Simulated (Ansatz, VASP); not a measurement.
## One calculation of In, two programs

The input INCAR:

```
SYSTEM = In
PREC     = Accurate       ! precision mode
ENCUT    = 520            ! plane-wave cutoff, eV
EDIFF    = 1E-7           ! SCF threshold, eV
ISMEAR   = -1             ! smearing method
SIGMA    = 0.05           ! smearing width, eV
LREAL    = .FALSE.        ! projectors in reciprocal space
LASPH    = .TRUE.         ! aspherical terms in the spheres
NELM     = 60             ! most SCF steps
ALGO     = Fast           ! electronic algorithm
ISIF     = 2              ! what is computed and relaxed
LWAVE    = .FALSE.        ! write WAVECAR
LCHARG   = .FALSE.        ! write CHGCAR
NBANDS   = 26             ! bands
```

KPOINTS

```
regular mesh
0
G
  9 9 9
  0 0 0
```

Contents of POSCAR:

```
In
1.0
    1.6470713907      0.9509371108      8.0965379867
   -1.6470713907      0.9509371108      8.0965379867
    0.0000000000     -1.9018742216      8.0965379867
In
3
Direct
    0.2219877600      0.2219877600      0.2219877600
    0.7780122400      0.7780122400      0.7780122400
    0.0000000000      0.0000000000      0.0000000000
```

The input input.yaml:

```yaml
crystal:
  lattice:
    - [1.6470713907, 0.9509371108, 8.0965379867]
    - [-1.6470713907, 0.9509371108, 8.0965379867]
    - [0.0, -1.9018742216, 8.0965379867]
  atoms:
    - { symbol: In, position: [0.22198776, 0.22198776, 0.22198776] }
    - { symbol: In, position: [0.77801224, 0.77801224, 0.77801224] }
    - { symbol: In, position: [0.0, 0.0, 0.0] }
kpoints:
  mp_grid: { grid: [9, 9, 9] }
scf:
  occupations: { method: fermi_dirac, width: 0.05 }
hamiltonian:
  xc: lda
  pseudopotentials: { kind: all_electron, lapw: { basis_error: 0.002 } }
output:
  forces: true
  stress: true
  eigenvalues: true
```

Change from the starting cell: volume scaled by 0.96.

Alike in both runs: task single point; functional LDA; k mesh 9 × 9 × 9; occupations fermi-dirac, width 0.05 eV; no spin polarisation.

```csv
,VASP,Ansatz
version,VASP 6.6.1,Ansatz 0.2.0
potentials or method,"VASP PAW LDA potentials, release 64 (In_d), cutoff 520 eV","all-electron LAPW, scalar-relativistic"
```

```csv
,VASP,Ansatz,Ansatz less VASP
gap on the k mesh at the Fermi level (eV),none,none,-
pressure (GPa),-1.1,-1.1,+0.01
"traceless stress, the component that is largest in VASP (GPa)",-0.41,-0.41,-0.001
rms of the force components (eV/Å),0.009,0.010,+0.0011
```

LDA's correlation is that of Perdew and Zunger in VASP and of Perdew and Wang (1992) in Ansatz. Atom by atom the forces differ by 0.001 eV/Å (rms over components). A gap of «none» marks a metal or a gap that the smearing closes. Ansatz ran all-electron here, and VASP with PAW potentials.
